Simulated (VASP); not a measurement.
# BaTe (Fm-3m) in VASP: notebook

BaTe is run at these levels: PBEsol; tasks: single point.

Program: VASP 6.6.1. These are calculated values, not measurements. Logs are shortened: lines on timing, memory, paths and dates and some standing lists are left out, and cuts for length are marked.

### Step 1. The cell of the first run

The structure is cubic, space group Fm-3m (No. 225). The conventional cell has a = 6.681 Å, b = 6.681 Å, c = 6.681 Å, α = 90.00°, β = 90.00°, γ = 90.00°. Ba (site symmetry m-3m) has 6 Te at 3.34 Å within 4.4 Å. Within 4.4 Å of Te (site symmetry m-3m) lie 6 Ba at 3.34 Å.

### Step 2. Single point, PBEsol (37.27 Å³/atom)

Input file INCAR:

```
SYSTEM = BaTe
  ALGO = Normal
  EDIFF = 1E-7
  ENCUT = 520
  GGA = PS
  ISIF = 2
  ISMEAR = -1
  LASPH = .TRUE.
  LCHARG = .TRUE.
  LELF = .TRUE.
  LREAL = .FALSE.
  LVHAR = .TRUE.
  LWAVE = .FALSE.
  NBANDS = 15
  NELM = 80
  PREC = Accurate
  SIGMA = 0.05
```

Input file KPOINTS:

```
k-points
0
G
  10 10 10
  0 0 0
```

Input file POSCAR:

```
BaTe
1.0
    0.0000000000      3.3403886307      3.3403886307
    3.3403886307      0.0000000000      3.3403886307
    3.3403886307      3.3403886307      0.0000000000
Ba Te
1 1
Direct
    0.0000000000      0.0000000000      0.0000000000
    0.5000000000      0.5000000000      0.5000000000
```

Potentials or basis: VASP PAW PBE potentials, release 64 (Ba_sv, Te).

Run with:

```sh
cat potpaw_PBE.64/Ba_sv/POTCAR potpaw_PBE.64/Te/POTCAR > POTCAR
mpirun -np 1 vasp_std > vasp.out
```

OUTCAR:

```text
SYSTEM = BaTe
   EDIFF = 1E-7
   ENCUT = 520
   GGA = PS
   ISIF = 2
   ISMEAR = -1
   LASPH = .TRUE.
   LREAL = .FALSE.
   NELM = 80
   PREC = Accurate

 ion  position               nearest neighbor table
   1  0.000  0.000  0.000-   2 3.34   2 3.34   2 3.34   2 3.34   2 3.34   2 3.34
   2  0.500  0.500  0.500-   1 3.34   1 3.34   1 3.34   1 3.34   1 3.34   1 3.34

  LATTYP: Found a face centered cubic cell.
 ALAT       =     6.6807772614

  Lattice vectors:

 A1 = (   0.0000000000,   3.3403886307,   3.3403886307)
 A2 = (   3.3403886307,   0.0000000000,   3.3403886307)
 A3 = (   3.3403886307,   3.3403886307,   0.0000000000)

Analysis of symmetry for initial positions (statically):
=====================================================================
 Subroutine PRICEL returns:
 Original cell was already a primitive cell.

 Routine SETGRP: Setting up the symmetry group for a
 face centered cubic supercell.

 Subroutine GETGRP returns: Found 48 space group operations
 (whereof 48 operations were pure point group operations)
 out of a pool of 48 trial point group operations.

The static configuration has the point symmetry O_h .

Analysis of symmetry for dynamics (positions and initial velocities):
=====================================================================
 Subroutine PRICEL returns:
 Original cell was already a primitive cell.

 Routine SETGRP: Setting up the symmetry group for a
 face centered cubic supercell.

 Subroutine GETGRP returns: Found 48 space group operations
 (whereof 48 operations were pure point group operations)
 out of a pool of 48 trial point group operations.

The dynamic configuration has the point symmetry O_h .

 Subroutine INISYM returns: Found 48 space group operations
 (whereof 48 operations are pure point group operations),
 and found     1 'primitive' translations

----------------------------------------------------------------------------------------

                                     Primitive cell

  volume of cell :      74.5454

  direct lattice vectors                    reciprocal lattice vectors
     0.000000000  3.340388631  3.340388631    -0.149683182  0.149683182  0.149683182
     3.340388631  0.000000000  3.340388631     0.149683182 -0.149683182  0.149683182
     3.340388631  3.340388631  0.000000000     0.149683182  0.149683182 -0.149683182

  length of vectors
     4.724022905  4.724022905  4.724022905     0.259258877  0.259258877  0.259258877

  position of ions in fractional coordinates (direct lattice)
     0.000000000  0.000000000  0.000000000
     0.500000000  0.500000000  0.500000000

  ion indices of the primitive-cell ions
   primitive index   ion index
                 1           1
                 2           2

----------------------------------------------------------------------------------------

 KPOINTS: k-points

Automatic generation of k-mesh.
 Grid dimensions read from file:
 generate k-points for:   10   10   10

 Generating k-lattice:

  Cartesian coordinates                     Fractional coordinates (reciprocal lattice)
    -0.014968318  0.014968318  0.014968318     0.100000000  0.000000000  0.000000000
     0.014968318 -0.014968318  0.014968318     0.000000000  0.100000000  0.000000000
     0.014968318  0.014968318 -0.014968318     0.000000000  0.000000000  0.100000000

  Length of vectors
     0.025925888  0.025925888  0.025925888

  Shift w.r.t. Gamma in fractional coordinates (k-lattice)
     0.000000000  0.000000000  0.000000000

 Subroutine IBZKPT returns following result:
 ===========================================

 Found     47 irreducible k-points:

 Following reciprocal coordinates:
            Coordinates               Weight
  0.000000  0.000000  0.000000      1.000000
  0.100000  0.000000  0.000000      8.000000
  0.200000  0.000000  0.000000      8.000000
  0.300000  0.000000  0.000000      8.000000
  0.400000  0.000000  0.000000      8.000000
  0.500000  0.000000  0.000000      4.000000
[... 16 lines left out ...]
  0.300000  0.300000  0.000000      6.000000
  0.400000  0.300000  0.000000     24.000000
 [... further k-points ...]
   k-points           NKPTS =     47   k-points in BZ     NKDIM =     47   number of bands    NBANDS=     15
   number of dos      NEDOS =    301   number of ions     NIONS =      2
   total plane-waves  NPLWV =  46656
   dimension x,y,z NGX =    36 NGY =   36 NGZ =   36
   dimension x,y,z NGXF=    72 NGYF=   72 NGZF=   72
   ions per type =               1   1
   NGX,Y,Z   is equivalent  to a cutoff of  12.67, 12.67, 12.67 a.u.
   NGXF,Y,Z  is equivalent  to a cutoff of  25.34, 25.34, 25.34 a.u.
 SYSTEM =  BaTe
   PREC   = accura    normal or accurate (medium, high low for compatibility)
   ISTART =      0    job   : 0-new  1-cont  2-samecut
   ICHARG =      2    charge: 1-file 2-atom 10-const
   ISPIN  =      1    spin polarized calculation?
   LNONCOLLINEAR =      F non collinear calculations
   LSORBIT =      F    spin-orbit coupling
   LASPH  =      T    aspherical Exc in radial PAW
   ENCUT  =  520.0 eV  38.22 Ry    6.18 a.u.   8.78  8.78  8.78*2*pi/ulx,y,z
   NELM   =     80;   NELMIN=  2; NELMDL= -5     # of ELM steps
   EDIFF  = 0.1E-06   stopping-criterion for ELM
   LREAL  =      F    real-space projection
   EDIFFG = 0.1E-05   stopping-criterion for IOM
   NSW    =      0    number of steps for IOM
   IBRION =     -1    ionic relax: 0-MD 1-quasi-New 2-CG
   NFREE  =      0    steps in history (QN), initial steepest desc. (CG)
   ISIF   =      2    stress and relaxation
   ISYM   =      2    0-nonsym 1-usesym 2-fastsym
   POTIM  = 0.5000    time-step for ionic-motion
   TEBEG  =    0.0;   TEEND  =   0.0 temperature during run
   PSTRESS=    0.0 pullay stress
   NELECT =      16.0000    total number of electrons
   NUPDOWN=      -1.0000    fix difference up-down
   EMIN   =  10.00;   EMAX   =-10.00  energy-range for DOS
   EFERMI =   0.00;   METHOD = LEGACY
   ISMEAR =    -1;   SIGMA  =   0.05  broadening in eV -4-tet -1-fermi 0-gaus
   EFERMI_NEDOS =   21; number of points for ismear=-14 and -15
   IALGO  =     38    algorithm
   IMIX   =      4    mixing-type and parameters
     AMIX     =   0.40;   BMIX     =  1.00
     AMIX_MAG =   1.60;   BMIX_MAG =  1.00
  volume/ion in A,a.u.               =      37.27       251.53
  Fermi-wavevector in a.u.,A,eV,Ry     =   0.980184  1.852280 13.071956  0.960762
  Thomas-Fermi vector in A             =   2.111095
   LORBIT       =      0    0 simple, 1 ext, 2 COOP (PROOUT), +10 PAW based schemes
   GGA     = PS    functional components
   LHFCALC =     F    Hartree Fock is set to
   AEXX    =    0.0000 exact exchange contribution
   IVDW    =     0    specifies the selected vdW correction
   LEPSILON=     F    determine dielectric tensor
   LRPA    =     F    only Hartree local field effects (RPA)
 non-spin polarized calculation
  energy-cutoff  :      520.00
  volume of cell :       74.55
 maximum number of plane-waves:      2044
   NGX = 17   NGY = 17   NGZ = 17

 number of electron      16.0000000 magnetization

 Free energy of the ion-electron system (eV)
  ---------------------------------------------------
  ext. energy  EPLUGINS =         0.00000000
  ---------------------------------------------------
  free energy    TOTEN  =        -9.04307456 eV

  energy without entropy =       -9.04307431  energy(sigma->0) =       -9.04307444

 E-fermi :   3.6495     XC(G=0):  -8.9865

 val. band max:        3.1155539587   @ k =   0.0000   0.0000   0.0000
 cond. band min:       4.1743472752   @ k =   0.5000   0.5000   0.0000
 fundamental gap:      1.0587933165
 Fermi energy:         3.6494910710

 k-point     1 :       0.0000    0.0000    0.0000
  band No.  band energies     occupation
      1     -23.5499      2.00000
      2      -8.7263      2.00000
      3      -8.7263      2.00000
      4      -8.7263      2.00000
      5      -6.8101      2.00000
      6       3.1156      1.99995
      7       3.1156      1.99995
      8       3.1156      1.99995
      9       5.8400      0.00000
     10       5.8400      0.00000
     11       5.8400      0.00000
     12       6.4494      0.00000
     13       6.6507      0.00000
     14       6.6507      0.00000
     15       9.9191      0.00000

 k-point     2 :       0.1000    0.0000    0.0000
  band No.  band energies     occupation
      1     -23.5471      2.00000
      2      -8.8387      2.00000
      3      -8.7278      2.00000
      4      -8.7278      2.00000
      5      -6.6615      2.00000
      6       2.6840      2.00000
      7       2.8935      2.00000
      8       2.8935      2.00000
      9       5.8922      0.00000
     10       5.9928      0.00000
     11       5.9928      0.00000
     12       6.9360      0.00000
     13       7.0259      0.00000
     14       7.0259      0.00000
     15      10.3082      0.00000

 k-point     3 :       0.2000    0.0000    0.0000
  band No.  band energies     occupation
      1     -23.5397      2.00000
      2      -9.0802      2.00000
      3      -8.7318      2.00000
      4      -8.7318      2.00000
      5      -6.3201      2.00000
      6       1.8682      2.00000
      7       2.4432      2.00000
      8       2.4432      2.00000
      9       6.0024      0.00000
     10       6.3998      0.00000
     11       6.3998      0.00000
     12       7.9695      0.00000
     13       7.9695      0.00000
     14       8.0102      0.00000
     15      11.3019      0.00000
[... 343 lines left out ...]
 k-point    23 :       0.3000    0.3000    0.0000
  band No.  band energies     occupation
      1     -23.5243      2.00000
      2      -9.1363      2.00000
      3      -8.8252      2.00000
      4      -8.8252      2.00000
      5      -6.2749      2.00000
      6       1.2665      2.00000
      7       2.7306      2.00000
      8       2.7306      2.00000
      9       4.5933      0.00000
     10       7.2875      0.00000
     11       7.5414      0.00000
     12       8.4057      0.00000
     13       8.4057      0.00000
     14      11.2405      0.00000
     15      12.1580      0.00000

 k-point    24 :       0.4000    0.3000    0.0000
  band No.  band energies     occupation
      1     -23.5185      2.00000
      2      -9.1740      2.00000
      3      -8.8550      2.00000
      4      -8.8386      2.00000
      5      -6.2786      2.00000
      6       1.3917      2.00000
      7       2.4770      2.00000
      8       2.5934      2.00000
      9       4.6734      0.00000
     10       7.7151      0.00000
     11       8.0870      0.00000
     12       8.8433      0.00000
     13       8.8660      0.00000
     14      10.2955      0.00000
     15      11.7602      0.00000

 [... further k-points ...]
[... 5 lines left out ...]
  --------------------------------------------------------------------------------------
  -------------------------------------------------------------------------------------
  Total        2.4717227      2.4717227      2.4717227     -0.0000000     -0.0000000      0.0000000
  in kB       53.1238258     53.1238258     53.1238258     -0.0000000     -0.0000000      0.0000000
  external PRESSURE =      53.1238258 kB  Pullay stress =       0.0000000 kB

 VOLUME and BASIS-vectors are now :
 -----------------------------------------------------------------------------
  energy-cutoff  :      520.00
  volume of cell :       74.55
      direct lattice vectors                 reciprocal lattice vectors
     0.000000000  3.340388631  3.340388631    -0.149683182  0.149683182  0.149683182
     3.340388631  0.000000000  3.340388631     0.149683182 -0.149683182  0.149683182
     3.340388631  3.340388631  0.000000000     0.149683182  0.149683182 -0.149683182

 POSITION                                       TOTAL-FORCE (eV/Angst)
 -----------------------------------------------------------------------------------
      0.00000      0.00000      0.00000         0.000000     -0.000000     -0.000000
      3.34039      3.34039      3.34039         0.000000      0.000000      0.000000
 -----------------------------------------------------------------------------------
    total drift:                                0.000000      0.000000      0.000000

  FREE ENERGIE OF THE ION-ELECTRON SYSTEM (eV)
  ---------------------------------------------------
  free  energy   TOTEN  =        -9.0430745643 eV

  energy  without entropy=       -9.0430743083  energy(sigma->0) =       -9.04307444
```

Run time: 32 s. Hardware: 1 thread of Intel Xeon Platinum 8488C (Sapphire Rapids), shared host; peak memory 0.23 GiB.

Results:

| Property | Result |
| --- | --- |
| Free energy | -9.0431 eV |
| Pressure | 5.3 GPa |
| Band gap on the k mesh | 1.06 eV (least direct gap 1.43 eV) |

Levels at points of the mesh, in eV from the valence-band top:
```
           k point  band 4  band 5  band 6  band 7  band 8  band 9  band 10  band 11  band 12  band 13
(0.00, 0.00, 0.00)  -11.84   -9.93    0.00    0.00    0.00    2.72     2.72     2.72     3.33     3.54
(0.50, 0.00, 0.00)  -11.86   -8.67   -2.71   -1.47   -1.47    4.25     5.02     5.11     5.11     7.22
(0.50, 0.50, 0.00)  -11.99   -9.68   -1.16   -0.37   -0.37    1.06     4.62     5.18     6.18     6.18
```

Caveat: the cell stands under pressure; the PAW data sets were made with another functional, which shifts forces and pressure a little; spin-orbit coupling is left out, which moves the levels of the heavy elements. A k mesh can miss the band edges.

(Continued in part 2 of 2.)
